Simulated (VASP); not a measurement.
# HgTe (I-4m2) in VASP: further runs

HgTe is run at these levels: PBEsol; tasks: single point.

Everything below comes from runs of VASP 6.6.1. Logs are shortened: lines on timing, memory, paths and dates and some standing lists are left out, and cuts for length are marked.

### Step 1. The cell of the first run

Symmetry: I-4m2, No. 119, tetragonal system. Conventional cell: a = 6.579 Å, b = 6.579 Å, c = 2.869 Å, α = 90.00°, β = 90.00°, γ = 90.00°. Hg (site symmetry -4m2) has 2 Hg at 2.87 Å and 8 Te at 3.37 to 3.93 Å within 4.0 Å. Te (site symmetry -4m2) has 2 Te at 2.87 Å and 8 Hg at 3.37 to 3.93 Å within 4.0 Å.

### Step 2. Single point, PBEsol (strain +0.080 along x and y, -0.080 along z)

File INCAR:

```
PREC = Accurate ; ENCUT = 520
EDIFF = 1E-6 ; ISMEAR = 0
SIGMA = 0.15 ; LREAL = False
LASPH = True ; NELM = 100
ALGO = Normal ; ISIF = 2
LWAVE = False ; LCHARG = False
GGA = PS ; NBANDS = 16
```

File KPOINTS:

```
Automatic mesh
0
Gamma
  18 18 18
```

File POSCAR:

```
HgTe
1.0
   -3.2892512400      3.2892512400      1.4346572000
    3.2892512400     -3.2892512400      1.4346572000
    3.2892512400      3.2892512400     -1.4346572000
Hg Te
1 1
Direct
    0.2500000000      0.7500000000      0.5000000000
    0.0000000000      0.0000000000      0.0000000000
```

Potentials or basis: VASP PAW PBE potentials, release 64 (Hg, Te).

Started as:

```console
$ cat potpaw_PBE.64/Hg/POTCAR potpaw_PBE.64/Te/POTCAR > POTCAR
$ mpirun -np 1 vasp_std > vasp.out
```

OUTCAR:

```text
PREC = Accurate
   ENCUT = 520
   EDIFF = 1E-6
   ISMEAR = 0
   LREAL = False
   LASPH = True
   NELM = 100
   ISIF = 2
   GGA = PS

 ion  position               nearest neighbor table
   1  0.250  0.750  0.500-   2 3.37   2 3.37   2 3.37   2 3.37
   2  0.000  0.000  0.000-   1 3.37   1 3.37   1 3.37   1 3.37

  LATTYP: Found a body centered tetragonal cell.
 ALAT       =     6.5785024800
 C/A-ratio  =     0.4361652836

  Lattice vectors:

 A1 = (  -3.2892512400,   3.2892512400,   1.4346572000)
 A2 = (   3.2892512400,  -3.2892512400,   1.4346572000)
 A3 = (   3.2892512400,   3.2892512400,  -1.4346572000)

Analysis of symmetry for initial positions (statically):
=====================================================================
 Subroutine PRICEL returns:
 Original cell was already a primitive cell.

 Routine SETGRP: Setting up the symmetry group for a
 body centered tetragonal supercell.

 Subroutine GETGRP returns: Found  8 space group operations
 (whereof  8 operations were pure point group operations)
 out of a pool of 16 trial point group operations.

The static configuration has the point symmetry D_2d.

Analysis of symmetry for dynamics (positions and initial velocities):
=====================================================================
 Subroutine PRICEL returns:
 Original cell was already a primitive cell.

 Routine SETGRP: Setting up the symmetry group for a
 body centered tetragonal supercell.

 Subroutine GETGRP returns: Found  8 space group operations
 (whereof  8 operations were pure point group operations)
 out of a pool of 16 trial point group operations.

The dynamic configuration has the point symmetry D_2d.

 Subroutine INISYM returns: Found  8 space group operations
 (whereof  8 operations are pure point group operations),
 and found     1 'primitive' translations

----------------------------------------------------------------------------------------

                                     Primitive cell

  volume of cell :      62.0872

  direct lattice vectors                    reciprocal lattice vectors
    -3.289251240  3.289251240  1.434657200     0.000000000  0.152010279  0.348515311
     3.289251240 -3.289251240  1.434657200     0.152010279  0.000000000  0.348515311
     3.289251240  3.289251240 -1.434657200     0.152010279  0.152010279  0.000000000

  length of vectors
     4.867914206  4.867914206  4.867914206     0.380223680  0.380223680  0.214974999

  position of ions in fractional coordinates (direct lattice)
     0.250000000  0.750000000  0.500000000
     0.000000000  0.000000000  0.000000000

  ion indices of the primitive-cell ions
   primitive index   ion index
                 1           1
                 2           2

----------------------------------------------------------------------------------------

 KPOINTS: Automatic mesh

Automatic generation of k-mesh.
 Grid dimensions read from file:
 generate k-points for:   18   18   18

 Generating k-lattice:

  Cartesian coordinates                     Fractional coordinates (reciprocal lattice)
     0.000000000  0.008445016  0.019361962     0.055555556  0.000000000 -0.000000000
     0.008445016  0.000000000  0.019361962     0.000000000  0.055555556 -0.000000000
     0.008445016  0.008445016  0.000000000     0.000000000  0.000000000  0.055555556

  Length of vectors
     0.021123538  0.021123538  0.011943055

  Shift w.r.t. Gamma in fractional coordinates (k-lattice)
     0.000000000  0.000000000  0.000000000

 Subroutine IBZKPT returns following result:
 ===========================================

 Found    480 irreducible k-points:

 Following reciprocal coordinates:
            Coordinates               Weight
  0.000000  0.000000  0.000000      1.000000
  0.055556  0.000000 -0.000000      8.000000
  0.111111  0.000000 -0.000000      8.000000
  0.166667  0.000000 -0.000000      8.000000
  0.222222  0.000000  0.000000      8.000000
  0.277778  0.000000  0.000000      8.000000
[... 16 lines left out ...]
 -0.277778  0.055556  0.000000     16.000000
 -0.222222  0.055556 -0.000000     16.000000
 [... further k-points ...]
   k-points           NKPTS =    480   k-points in BZ     NKDIM =    480   number of bands    NBANDS=     16
   number of dos      NEDOS =    301   number of ions     NIONS =      2
   total plane-waves  NPLWV =  46656
   dimension x,y,z NGX =    36 NGY =   36 NGZ =   36
   dimension x,y,z NGXF=    72 NGYF=   72 NGZF=   72
   ions per type =               1   1
   NGX,Y,Z   is equivalent  to a cutoff of  12.29, 12.29, 12.29 a.u.
   NGXF,Y,Z  is equivalent  to a cutoff of  24.59, 24.59, 24.59 a.u.
 SYSTEM =  unknown system
   PREC   = accura    normal or accurate (medium, high low for compatibility)
   ISTART =      0    job   : 0-new  1-cont  2-samecut
   ICHARG =      2    charge: 1-file 2-atom 10-const
   ISPIN  =      1    spin polarized calculation?
   LNONCOLLINEAR =      F non collinear calculations
   LSORBIT =      F    spin-orbit coupling
   LASPH  =      T    aspherical Exc in radial PAW
   ENCUT  =  520.0 eV  38.22 Ry    6.18 a.u.   9.05  9.05  9.05*2*pi/ulx,y,z
   NELM   =    100;   NELMIN=  2; NELMDL= -5     # of ELM steps
   EDIFF  = 0.1E-05   stopping-criterion for ELM
   LREAL  =      F    real-space projection
   EDIFFG = 0.1E-04   stopping-criterion for IOM
   NSW    =      0    number of steps for IOM
   IBRION =     -1    ionic relax: 0-MD 1-quasi-New 2-CG
   NFREE  =      0    steps in history (QN), initial steepest desc. (CG)
   ISIF   =      2    stress and relaxation
   ISYM   =      2    0-nonsym 1-usesym 2-fastsym
   POTIM  = 0.5000    time-step for ionic-motion
   TEBEG  =    0.0;   TEEND  =   0.0 temperature during run
   PSTRESS=    0.0 pullay stress
   NELECT =      18.0000    total number of electrons
   NUPDOWN=      -1.0000    fix difference up-down
   EMIN   =  10.00;   EMAX   =-10.00  energy-range for DOS
   EFERMI =   0.00;   METHOD = LEGACY
   ISMEAR =     0;   SIGMA  =   0.15  broadening in eV -4-tet -1-fermi 0-gaus
   EFERMI_NEDOS =   21; number of points for ismear=-14 and -15
   IALGO  =     38    algorithm
   IMIX   =      4    mixing-type and parameters
     AMIX     =   0.40;   BMIX     =  1.00
     AMIX_MAG =   1.60;   BMIX_MAG =  1.00
  volume/ion in A,a.u.               =      31.04       209.49
  Fermi-wavevector in a.u.,A,eV,Ry     =   1.083507  2.047531 15.973059  1.173987
  Thomas-Fermi vector in A             =   2.219574
   LORBIT       =      0    0 simple, 1 ext, 2 COOP (PROOUT), +10 PAW based schemes
   GGA     = PS    functional components
   LHFCALC =     F    Hartree Fock is set to
   AEXX    =    0.0000 exact exchange contribution
   IVDW    =     0    specifies the selected vdW correction
   LEPSILON=     F    determine dielectric tensor
   LRPA    =     F    only Hartree local field effects (RPA)
 non-spin polarized calculation
 Gauss-broadening in eV      SIGMA  =   0.15
  energy-cutoff  :      520.00
  volume of cell :       62.09
 maximum number of plane-waves:      1710
   NGX = 19   NGY = 19   NGZ = 19

 number of electron      17.9999997 magnetization

 Free energy of the ion-electron system (eV)
  ---------------------------------------------------
  ext. energy  EPLUGINS =         0.00000000
  ---------------------------------------------------
  free energy    TOTEN  =        -3.83195784 eV

  energy without entropy =       -3.82067542  energy(sigma->0) =       -3.82631663

 E-fermi :   3.2962     XC(G=0):  -9.6051

 val. band max:        3.2915961245   @ k =  -0.4444   0.3333  -0.0000
 cond. band min:       3.3004952422   @ k =   0.2778   0.0000   0.0000
 fundamental gap:      0.0088991177
 Fermi energy:         3.2961880069

 k-point     1 :       0.0000    0.0000    0.0000
  band No.  band energies     occupation
      1      -9.0890      2.00000
      2      -4.3201      2.00000
      3      -2.8579      2.00000
      4      -2.8116      2.00000
      5      -2.1595      2.00000
      6      -2.1595      2.00000
[... 8 lines left out ...]
     15      12.3011      0.00000
     16      14.6315      0.00000

 k-point     2 :       0.0556    0.0000   -0.0000
  band No.  band energies     occupation
      1      -9.0304      2.00000
      2      -4.2447      2.00000
      3      -2.8495      2.00000
      4      -2.8099      2.00000
      5      -2.2060      2.00000
      6      -2.2058      2.00000
[... 8 lines left out ...]
     15      12.4880      0.00000
     16      15.2571      0.00000

 k-point     3 :       0.1111    0.0000   -0.0000
  band No.  band energies     occupation
      1      -8.8550      2.00000
      2      -4.0245      2.00000
      3      -2.8253      2.00000
      4      -2.8042      2.00000
      5      -2.3345      2.00000
      6      -2.3322      2.00000
[... 8 lines left out ...]
     15      13.0870      0.00000
     16      15.1957      0.00000

 k-point     4 :       0.1667    0.0000   -0.0000
  band No.  band energies     occupation
      1      -8.5652      2.00000
      2      -3.6806      2.00000
      3      -2.7939      2.00000
      4      -2.7892      2.00000
      5      -2.5173      2.00000
      6      -2.5095      2.00000
[... 8 lines left out ...]
     15      13.4584      0.00000
     16      13.9664      0.00000
[... 324 lines left out ...]
 k-point    22 :      -0.3333    0.0556    0.0000
  band No.  band energies     occupation
      1      -7.6362      2.00000
      2      -2.9515      2.00000
      3      -2.9028      2.00000
      4      -2.8310      2.00000
      5      -2.7451      2.00000
      6      -2.6695      2.00000
[... 8 lines left out ...]
     15      12.3792      0.00000
     16      12.9433      0.00000

 k-point    23 :      -0.2778    0.0556    0.0000
  band No.  band energies     occupation
      1      -8.1389      2.00000
      2      -3.2563      2.00000
      3      -2.7991      2.00000
      4      -2.7767      2.00000
      5      -2.6995      2.00000
      6      -2.6843      2.00000
[... 8 lines left out ...]
     15      12.7966      0.00000
     16      13.3528      0.00000

 k-point    24 :      -0.2222    0.0556   -0.0000
  band No.  band energies     occupation
      1      -8.5420      2.00000
      2      -3.6816      2.00000
      3      -2.8158      2.00000
      4      -2.7866      2.00000
      5      -2.5160      2.00000
      6      -2.5040      2.00000
[... 8 lines left out ...]
     15      13.3465      0.00000
     16      14.0500      0.00000

 [... further k-points ...]
[... 5 lines left out ...]
  --------------------------------------------------------------------------------------
  -------------------------------------------------------------------------------------
  Total       -1.5570013     -1.5570013      0.3743034      0.0000000      0.0000000      0.0000000
  in kB      -40.1788352    -40.1788352      9.6589985      0.0000000      0.0000000      0.0000000
  external PRESSURE =     -23.5662240 kB  Pullay stress =       0.0000000 kB

 VOLUME and BASIS-vectors are now :
 -----------------------------------------------------------------------------
  energy-cutoff  :      520.00
  volume of cell :       62.09
      direct lattice vectors                 reciprocal lattice vectors
    -3.289251240  3.289251240  1.434657200     0.000000000  0.152010279  0.348515311
     3.289251240 -3.289251240  1.434657200     0.152010279  0.000000000  0.348515311
     3.289251240  3.289251240 -1.434657200     0.152010279  0.152010279  0.000000000

 POSITION                                       TOTAL-FORCE (eV/Angst)
 -----------------------------------------------------------------------------------
      3.28925      0.00000      0.71733         0.000000      0.000000     -0.000000
      0.00000      0.00000      0.00000        -0.000000     -0.000000      0.000000
 -----------------------------------------------------------------------------------
    total drift:                                0.000000     -0.000000     -0.000000

  FREE ENERGIE OF THE ION-ELECTRON SYSTEM (eV)
  ---------------------------------------------------
  free  energy   TOTEN  =        -3.8319578354 eV

  energy  without entropy=       -3.8206754174  energy(sigma->0) =       -3.82631663
```

It took 6.8 min on 1 thread of Intel Xeon Platinum 8259CL at 2.50GHz (Skylake/Cascade Lake), shared host; peak memory 0.6 GiB.

What came out:

```
Free energy            : -3.8320 eV
Pressure               : -2.4 GPa
Band gap on the k mesh : zero (bands 9 and 10 overlap by 2.26 eV)
```

Caveat: the cell differs from its parent crystal (strain +0.080 along x and y, -0.080 along z); the PAW data sets were made with another functional, which shifts forces and pressure a little; spin-orbit coupling is left out, which moves the levels of the heavy elements.

### Step 3. Single point, PBEsol (strain +0.000 along x and y, +0.080 along z)

File INCAR:

```
  PREC = Accurate
  ENCUT = 520
  EDIFF = 1E-6
  ISMEAR = 0
  SIGMA = 0.15
  LREAL = False
  LASPH = True
  NELM = 80
  ALGO = Normal
  ISIF = 2
  LWAVE = False
  LCHARG = False
  GGA = PS
  NBANDS = 16
```

File KPOINTS:

```
regular mesh
0
Gamma
  18 18 18
```

File POSCAR:

```
HgTe
1.0
   -3.0456030000      3.0456030000      1.6841628000
    3.0456030000     -3.0456030000      1.6841628000
    3.0456030000      3.0456030000     -1.6841628000
Hg Te
1 1
Direct
    0.2500000000      0.7500000000      0.5000000000
    0.0000000000      0.0000000000      0.0000000000
```

Potentials or basis: VASP PAW PBE potentials, release 64 (Hg, Te).

Started as:

```console
$ cat potpaw_PBE.64/Hg/POTCAR potpaw_PBE.64/Te/POTCAR > POTCAR
$ mpirun -np 1 vasp_std > vasp.out
```

Run time: 8 min. Hardware: 1 thread of Intel Xeon Platinum 8259CL at 2.50GHz (Skylake/Cascade Lake), shared host; peak memory 0.6 GiB.

The run converged. Its results:

```yaml
Free_energy: -3.9434 eV
Pressure: -5.7 GPa
Band_gap_on_the_k_mesh: zero (bands 9 and 10 overlap by 3.79 eV)
```

Stress tensor (GPa, compression positive):
```
-5.68  0.00  0.00
 0.00 -5.68  0.00
 0.00  0.00 -5.75
```

Levels at points of the mesh, in eV from the Fermi level:
```csv
k point,band 5,band 6,band 7,band 8,band 9,band 10,band 11,band 12,band 13,band 14
"(0.00, 0.00, 0.00)",-6.16,-6.16,-3.09,-1.98,-1.98,2.22,4.87,7.14,7.14,8.12
"(0.50, 0.00, 0.00)",-6.26,-6.09,-4.14,-2.05,-1.24,-0.24,3.23,3.77,5.72,8.22
"(0.50, 0.50, 0.00)",-6.12,-6.09,-5.78,-0.61,1.76,1.79,2.32,3.68,7.79,8.92
"(0.50, 0.50, 0.50)",-6.12,-5.95,-4.01,-3.86,-3.86,1.88,6.05,8.12,8.12,12.01
```

Caveat: the cell differs from its parent crystal (strain +0.000 along x and y, +0.080 along z); the cell stands under tension; the PAW data sets were made with another functional, which shifts forces and pressure a little; spin-orbit coupling is left out, which moves the levels of the heavy elements.
